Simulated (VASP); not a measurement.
Runs of VASP 6.6.1 on SmBiH3. The structure is that of space group Pm-3m (No. 221), or close to it. The cells are those of the table. The cell was generated, and may not be a known phase.

```csv
task,cell,k mesh,gap on the mesh (eV),pressure (GPa),relaxed volume (Å³/atom)
relaxation of cell and atoms,"relaxed from a = 4.132 Å, 5 atoms",4 × 4 × 4,none,-0.1,(a)
single point,"a = 4.132 Å, 5 atoms",4 × 4 × 4,none,8.0,-
single point,"a = 4.304 Å, 5 atoms",4 × 4 × 4,none,-0.2,-
single point,"a = 4.292 Å, 5 atoms",10 × 10 × 10,none,0.0,-
relaxation of cell and atoms,"relaxed from a = 4.304 Å, 5 atoms",10 × 10 × 10,none,0.0,15.80
```

Alike in all rows: level PBE; potentials or basis VASP PAW PBE potentials, release 64 (Sm_3, Bi_d, H), 4f in core; no spin polarisation; cutoff (eV) 500; smearing gaussian 0.1 eV.

**Question.** Fill in the values left out.

**Answer.** (a) 15.89.

Caveats: some runs use coarse meshes; spin-orbit coupling is left out, which moves the levels of the heavy elements; the 4f electrons are frozen in the core, so they carry no moment and show no levels.

A k mesh can miss the band edges, and the runs leave out spin-orbit coupling on Bi, Sm.

A gap of «none» marks levels without a gap at the run's occupations.
